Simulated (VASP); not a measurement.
Runs of VASP 6.6.1 on TiN (Osbornite). Symmetry: Fm-3m, No. 225, cubic system. The conventional cell has a = 4.238 Å, b = 4.238 Å, c = 4.238 Å, α = 90.00°, β = 90.00°, γ = 90.00°. Within 2.8 Å of Ti (site symmetry m-3m) lie 6 N at 2.12 Å. N (site symmetry m-3m) has 6 Ti at 2.12 Å within 2.8 Å. 

```tsv
k mesh	gap on the mesh (eV)	pressure (GPa)
5 × 5 × 5	none	2.4
7 × 7 × 7	none	2.2
6 × 6 × 6	none	(a)
4 × 4 × 4	none	2.9
8 × 8 × 8	none	2.4
```

Alike in all rows: task single point; level PBE; potentials or basis VASP PAW PBE potentials, release 64 (Ti_sv, N); no spin polarisation; cell as given; cutoff (eV) 520; smearing methfessel-paxton 0.1 eV.

Q: Estimate the missing entries.

A: (a) 2.1.

Caveats: some runs use coarse meshes.

A gap of «none» marks levels without a gap at the run's occupations.
